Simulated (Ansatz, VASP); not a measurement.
Two plane-wave programs on Al6W

```xyz
7
Lattice="7.5401 0.0000 0.0000 0.0000 3.6736 2.5795 0.0000 -3.6736 2.5795" Properties=species:S:1:pos:R:3 pbc="T T T"
Al    5.0974    1.3366    2.3447
Al    2.4427   -1.3366    2.3447
Al    5.0974   -1.3366    2.3447
Al    2.4427    1.3366    2.3447
Al    1.2543    0.0000    4.4919
Al    6.2857    0.0000    4.4919
W     3.7700    0.0000    0.4531
```

Alike in both runs: functional PBE; k mesh 2 × 4 × 4; occupations gaussian, width 0.2 eV; no spin polarisation.

Ansatz relaxed the structure, and its values are those at the end. VASP's run is a single point on that final structure, the one shown.

|  | VASP | Ansatz |
| --- | --- | --- |
| version | VASP 6.6.1 | Ansatz 0.2.0 |
| potentials or method | VASP PAW PBE potentials, release 64 (Al, W_sv), cutoff 500 eV | scalar-relativistic, plane waves, PAW |
| valence electrons in the cell | 32 | 32 |

```csv
,VASP,Ansatz,Ansatz less VASP
gap on the k mesh at the Fermi level (eV),none,none,-
pressure (GPa),0.0,0.0,+0.02
rms of the force components (eV/Å),0.005,0.006,+0.0013
```

A gap of «none» marks a metal or a gap that the smearing closes. The functional is the same, so the differences come from potentials, cutoffs and numerics.

The k mesh is coarse, so the values compare programs but aren't converged. Neither program's run includes spin-orbit coupling.
